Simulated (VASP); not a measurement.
# Pd (Immm) in VASP: notebook

The runs below take Pd through single point, with PBE.

Everything below comes from runs of VASP 6.6.1. Logs are shortened: lines on timing, memory, paths and dates and some standing lists are left out, and cuts for length are marked.

## 1. The cell of the first run

The structure is orthorhombic, space group Immm (No. 71). The conventional cell has a = 2.699 Å, b = 2.802 Å, c = 3.890 Å, α = 90.00°, β = 90.00°, γ = 90.00°. Within 3.6 Å of Pd (site symmetry mmm) lie 12 Pd at 2.70 to 2.80 Å.

## 2. Single point, PBE (strain +0.0375 x Voigt [0, 0, 0, 0, 1, 0])

The input, INCAR:

```
SYSTEM = Pd
ALGO = Fast
EDIFF = 1E-6
ENCUT = 520
GGA = PE
ISIF = 2
ISMEAR = 0
LASPH = .TRUE.
LCHARG = .FALSE.
LREAL = .FALSE.
LWAVE = .FALSE.
NBANDS = 11
NELM = 100
PREC = Accurate
SIGMA = 0.15
```

The input, KPOINTS:

```
k-points
0
G
  20 20 20
  0 0 0
```

The input, POSCAR:

```
Pd
1.0
    0.0364668750      1.9449000000      1.9449000000
    1.9813668750      0.0000000000      1.9813668750
    1.9449000000      1.9449000000      0.0364668750
Pd
1
Direct
    0.0000000000      0.0000000000      0.0000000000
```

Potentials or basis: VASP PAW PBE potentials, release 64 (Pd).

Command:

```sh
$ cat potpaw_PBE.64/Pd/POTCAR > POTCAR
$ mpirun -np 1 vasp_std > vasp.out
```

OUTCAR:

```text
SYSTEM = Pd
   EDIFF = 1E-6
   ENCUT = 520
   GGA = PE
   ISIF = 2
   ISMEAR = 0
   LASPH = .TRUE.
   LREAL = .FALSE.
   NELM = 100
   PREC = Accurate

 ion  position               nearest neighbor table
   1  0.000  0.000  0.000-

  LATTYP: Found a body centered orthorhombic cell.
 ALAT       =     2.6989320083
 B/A-ratio  =     1.0382165605
 C/A-ratio  =     1.4412367515

  Lattice vectors:

 A1 = (   0.0364668750,  -1.9449000000,   1.9449000000)
 A2 = (  -0.0364668750,  -1.9449000000,  -1.9449000000)
 A3 = (   1.9449000000,   1.9449000000,   0.0364668750)

Analysis of symmetry for initial positions (statically):
=====================================================================
 Subroutine PRICEL returns:
 Original cell was already a primitive cell.

 Routine SETGRP: Setting up the symmetry group for a
 body centered orthorhombic supercell.

 Subroutine GETGRP returns: Found  8 space group operations
 (whereof  8 operations were pure point group operations)
 out of a pool of  8 trial point group operations.

The static configuration has the point symmetry D_2h.

Analysis of symmetry for dynamics (positions and initial velocities):
=====================================================================
 Subroutine PRICEL returns:
 Original cell was already a primitive cell.

 Routine SETGRP: Setting up the symmetry group for a
 body centered orthorhombic supercell.

 Subroutine GETGRP returns: Found  8 space group operations
 (whereof  8 operations were pure point group operations)
 out of a pool of  8 trial point group operations.

The dynamic configuration has the point symmetry D_2h.

 Subroutine INISYM returns: Found  8 space group operations
 (whereof  8 operations are pure point group operations),
 and found     1 'primitive' translations

----------------------------------------------------------------------------------------

                                     Primitive cell

  volume of cell :      14.7085

  direct lattice vectors                    reciprocal lattice vectors
     0.036466875  1.944900000  1.944900000    -0.261995033  0.257082626  0.261995033
     1.981366875  0.000000000  1.981366875     0.252351044 -0.257082626  0.252351044
     1.944900000  1.944900000  0.036466875     0.261995033  0.257082626 -0.261995033

  length of vectors
     2.750745690  2.802075907  2.750745690     0.450970367  0.439833577  0.450970367

  position of ions in fractional coordinates (direct lattice)
     0.000000000  0.000000000  0.000000000

  ion indices of the primitive-cell ions
   primitive index   ion index
                 1           1

----------------------------------------------------------------------------------------

 KPOINTS: k-points

Automatic generation of k-mesh.
 Grid dimensions read from file:
 generate k-points for:   20   20   20

 Generating k-lattice:

  Cartesian coordinates                     Fractional coordinates (reciprocal lattice)
    -0.013099752  0.012854131  0.013099752     0.050000000  0.000000000  0.000000000
     0.012617552 -0.012854131  0.012617552     0.000000000  0.050000000 -0.000000000
     0.013099752  0.012854131 -0.013099752     0.000000000  0.000000000  0.050000000

  Length of vectors
     0.022548518  0.021991679  0.022548518

  Shift w.r.t. Gamma in fractional coordinates (k-lattice)
     0.000000000  0.000000000  0.000000000

 Subroutine IBZKPT returns following result:
 ===========================================

 Found   1166 irreducible k-points:

 Following reciprocal coordinates:
            Coordinates               Weight
  0.000000  0.000000  0.000000      1.000000
  0.050000  0.000000  0.000000      4.000000
  0.100000  0.000000  0.000000      4.000000
  0.150000  0.000000  0.000000      4.000000
  0.200000  0.000000  0.000000      4.000000
  0.250000  0.000000  0.000000      4.000000
[... 16 lines left out ...]
 -0.450000  0.050000 -0.000000      8.000000
 -0.400000  0.050000 -0.000000      8.000000
 [... further k-points ...]
   k-points           NKPTS =   1166   k-points in BZ     NKDIM =   1166   number of bands    NBANDS=     11
   number of dos      NEDOS =    301   number of ions     NIONS =      1
   total plane-waves  NPLWV =   9600
   dimension x,y,z NGX =    20 NGY =   24 NGZ =   20
   dimension x,y,z NGXF=    40 NGYF=   48 NGZF=   40
   ions per type =               1
   NGX,Y,Z   is equivalent  to a cutoff of  12.09, 14.24, 12.09 a.u.
   NGXF,Y,Z  is equivalent  to a cutoff of  24.17, 28.48, 24.17 a.u.
 SYSTEM =  Pd
   PREC   = accura    normal or accurate (medium, high low for compatibility)
   ISTART =      0    job   : 0-new  1-cont  2-samecut
   ICHARG =      2    charge: 1-file 2-atom 10-const
   ISPIN  =      1    spin polarized calculation?
   LNONCOLLINEAR =      F non collinear calculations
   LSORBIT =      F    spin-orbit coupling
   LASPH  =      T    aspherical Exc in radial PAW
   ENCUT  =  520.0 eV  38.22 Ry    6.18 a.u.   5.11  5.21  5.11*2*pi/ulx,y,z
   NELM   =    100;   NELMIN=  2; NELMDL= -5     # of ELM steps
   EDIFF  = 0.1E-05   stopping-criterion for ELM
   LREAL  =      F    real-space projection
   EDIFFG = 0.1E-04   stopping-criterion for IOM
   NSW    =      0    number of steps for IOM
   IBRION =     -1    ionic relax: 0-MD 1-quasi-New 2-CG
   NFREE  =      0    steps in history (QN), initial steepest desc. (CG)
   ISIF   =      2    stress and relaxation
   ISYM   =      2    0-nonsym 1-usesym 2-fastsym
   POTIM  = 0.5000    time-step for ionic-motion
   TEBEG  =    0.0;   TEEND  =   0.0 temperature during run
   PSTRESS=    0.0 pullay stress
   NELECT =      10.0000    total number of electrons
   NUPDOWN=      -1.0000    fix difference up-down
   EMIN   =  10.00;   EMAX   =-10.00  energy-range for DOS
   EFERMI =   0.00;   METHOD = LEGACY
   ISMEAR =     0;   SIGMA  =   0.15  broadening in eV -4-tet -1-fermi 0-gaus
   EFERMI_NEDOS =   21; number of points for ismear=-14 and -15
   IALGO  =     68    algorithm
   IMIX   =      4    mixing-type and parameters
     AMIX     =   0.40;   BMIX     =  1.00
     AMIX_MAG =   1.60;   BMIX_MAG =  1.00
  volume/ion in A,a.u.               =      14.71        99.26
  Fermi-wavevector in a.u.,A,eV,Ry     =   1.439523  2.720303 28.194333  2.072225
  Thomas-Fermi vector in A             =   2.558369
   LORBIT       =      0    0 simple, 1 ext, 2 COOP (PROOUT), +10 PAW based schemes
   GGA     = PE    functional components
   LHFCALC =     F    Hartree Fock is set to
   AEXX    =    0.0000 exact exchange contribution
   IVDW    =     0    specifies the selected vdW correction
   LEPSILON=     F    determine dielectric tensor
   LRPA    =     F    only Hartree local field effects (RPA)
 non-spin polarized calculation
 RMM-DIIS sequential band-by-band and
 Gauss-broadening in eV      SIGMA  =   0.15
  energy-cutoff  :      520.00
  volume of cell :       14.71
 maximum number of plane-waves:       409
   NGX = 11   NGY = 11   NGZ = 11

 number of electron      10.0000002 magnetization

 Free energy of the ion-electron system (eV)
  ---------------------------------------------------
  ext. energy  EPLUGINS =         0.00000000
  ---------------------------------------------------
  free energy    TOTEN  =        -5.21089916 eV

  energy without entropy =       -5.18460803  energy(sigma->0) =       -5.19775360

 E-fermi :   9.8250     XC(G=0): -13.2029

 val. band max:        9.8241047236   @ k =   0.4500   0.0000   0.0000
 cond. band min:       9.8252082179   @ k =  -0.4500  -0.2000   0.2000
 fundamental gap:      0.0011034943
 Fermi energy:         9.8249878251

 k-point     1 :       0.0000    0.0000    0.0000
  band No.  band energies     occupation
      1       2.6700      2.00000
      2       6.8066      2.00000
      3       6.9331      2.00000
      4       7.1494      2.00000
      5       8.6002      2.00000
      6       8.6127      2.00000
      7      26.9976      0.00000
      8      31.2074      0.00000
      9      31.8522      0.00000
     10      32.4590      0.00000
     11      36.9759      0.00000

 k-point     2 :       0.0500    0.0000    0.0000
  band No.  band energies     occupation
      1       2.7645      2.00000
      2       6.8408      2.00000
      3       6.9479      2.00000
      4       7.1383      2.00000
      5       8.5791      2.00000
      6       8.5915      2.00000
      7      27.1108      0.00000
      8      31.3196      0.00000
      9      31.4658      0.00000
     10      32.2555      0.00000
     11      37.4534      0.00000

 k-point     3 :       0.1000    0.0000    0.0000
  band No.  band energies     occupation
      1       3.0397      2.00000
      2       6.9192      2.00000
      3       6.9334      2.00000
      4       7.1828      2.00000
      5       8.5277      2.00000
      6       8.5386      2.00000
      7      27.4054      0.00000
      8      30.1129      0.00000
      9      31.6407      0.00000
     10      32.4598      0.00000
     11      36.8936      0.00000

 k-point     4 :       0.1500    0.0000    0.0000
  band No.  band energies     occupation
      1       3.4660      2.00000
      2       6.8271      2.00000
      3       7.0511      2.00000
      4       7.3151      2.00000
      5       8.4847      2.00000
      6       8.4903      2.00000
      7      27.6556      0.00000
      8      28.5957      0.00000
      9      32.1204      0.00000
     10      32.8657      0.00000
     11      36.6029      0.00000
[... 239 lines left out ...]
 k-point    22 :       0.5000    0.0500    0.0000
  band No.  band energies     occupation
      1       4.5764      2.00000
      2       6.7232      2.00000
      3       7.1102      2.00000
      4       9.3467      1.99999
      5       9.8686      0.68102
      6      11.4495      0.00000
      7      17.5111      0.00000
      8      26.2817      0.00000
      9      30.1327      0.00000
     10      30.6987      0.00000
     11      37.1274      0.00000

 k-point    23 :      -0.4500    0.0500   -0.0000
  band No.  band energies     occupation
      1       4.5849      2.00000
      2       6.7373      2.00000
      3       7.1103      2.00000
      4       9.3630      1.99999
      5       9.7819      1.31523
      6      11.3077      0.00000
      7      17.7188      0.00000
      8      26.3052      0.00000
      9      30.0026      0.00000
     10      30.9707      0.00000
     11      37.0251      0.00000

 k-point    24 :      -0.4000    0.0500   -0.0000
  band No.  band energies     occupation
      1       4.6319      2.00000
      2       6.7989      2.00000
      3       7.1557      2.00000
      4       9.1015      2.00000
      5       9.5607      1.98727
      6      10.6026      0.00000
      7      18.8822      0.00000
      8      26.5140      0.00000
      9      30.1584      0.00000
     10      31.6390      0.00000
     11      36.7344      0.00000

 [... further k-points ...]
[... 5 lines left out ...]
  --------------------------------------------------------------------------------------
  -------------------------------------------------------------------------------------
  Total        0.7222678      0.6657022      0.7222678      0.0000000      0.0000000     -0.2841523
  in kB       78.6755364     72.5139336     78.6755364      0.0000000      0.0000000    -30.9522830
  external PRESSURE =      76.6216688 kB  Pullay stress =       0.0000000 kB

 VOLUME and BASIS-vectors are now :
 -----------------------------------------------------------------------------
  energy-cutoff  :      520.00
  volume of cell :       14.71
      direct lattice vectors                 reciprocal lattice vectors
     0.036466875  1.944900000  1.944900000    -0.261995033  0.257082626  0.261995033
     1.981366875  0.000000000  1.981366875     0.252351044 -0.257082626  0.252351044
     1.944900000  1.944900000  0.036466875     0.261995033  0.257082626 -0.261995033

 POSITION                                       TOTAL-FORCE (eV/Angst)
 -----------------------------------------------------------------------------------
      0.00000      0.00000      0.00000        -0.000000      0.000000      0.000000
 -----------------------------------------------------------------------------------
    total drift:                               -0.000000     -0.000000     -0.000000

  FREE ENERGIE OF THE ION-ELECTRON SYSTEM (eV)
  ---------------------------------------------------
  free  energy   TOTEN  =        -5.2108991609 eV

  energy  without entropy=       -5.1846080327  energy(sigma->0) =       -5.19775360
```

It took 100 s on 1 thread of AMD EPYC 9R45 (Zen 5), shared host; peak memory 0.26 GiB.

Results:

| Quantity | Value |
| --- | --- |
| Free energy | -5.2109 eV |
| Pressure | 7.7 GPa |
| Band gap on the k mesh | zero (band 5 reaches 10.14 eV, above the bottom of band 6 at 8.49 eV) |

Caveat: the cell differs from its parent crystal (strain +0.0375 x Voigt [0, 0, 0, 0, 1, 0]).

## 3. Single point, PBE (strain +0.0125 x Voigt [0, 0, 0, 0, 1, 0])

The input, INCAR:

```
SYSTEM = Pd
PREC = Accurate ; ENCUT = 520
EDIFF = 1E-6 ; ISMEAR = 0
SIGMA = 0.15 ; LREAL = .False.
LASPH = .True. ; NELM = 100
ALGO = Fast ; ISIF = 2
LWAVE = .False. ; LCHARG = .False.
GGA = PE ; NBANDS = 11
```

The input, KPOINTS:

```
Automatic mesh
0
Gamma
  20 20 20
  0 0 0
```

The input, POSCAR:

```
Pd
1.0
    0.0121556250      1.9449000000      1.9449000000
    1.9570556250      0.0000000000      1.9570556250
    1.9449000000      1.9449000000      0.0121556250
Pd
1
Direct
    0.0000000000      0.0000000000      0.0000000000
```

Potentials or basis: VASP PAW PBE potentials, release 64 (Pd).

Command:

```sh
$ cat potpaw_PBE.64/Pd/POTCAR > POTCAR
$ mpirun -np 1 vasp_std > vasp.out
```

It took 98 s on 1 thread of AMD EPYC 9R45 (Zen 5), shared host; peak memory 0.26 GiB.

Results (log left out):

| Quantity | Value |
| --- | --- |
| Free energy | -5.2158 eV |
| Pressure | 7.4 GPa |
| Band gap on the k mesh | zero (band 5 reaches 10.12 eV, above the bottom of band 6 at 8.50 eV) |

Stress tensor (GPa, compression positive):
```
 7.43  0.00 -1.01
 0.00  7.36  0.00
-1.01  0.00  7.43
```

Levels at points of the mesh, in eV from the Fermi level:
```tsv
k point	band 3	band 4	band 5	band 6	band 7	band 8
(0.00, 0.00, 0.00)	-2.85	-2.79	-1.23	-1.23	17.20	21.79
(0.50, 0.00, 0.00)	-2.85	-0.04	0.01	1.07	7.44	16.51
(0.00, 0.50, 0.00)	-2.84	-0.06	-0.01	0.96	7.26	16.62
(0.50, 0.50, 0.00)	-0.06	0.29	0.30	3.36	10.80	13.23
(0.50, 0.00, 0.50)	-0.05	0.28	0.30	3.36	10.80	12.99
```

Caveat: the cell differs from its parent crystal (strain +0.0125 x Voigt [0, 0, 0, 0, 1, 0]).
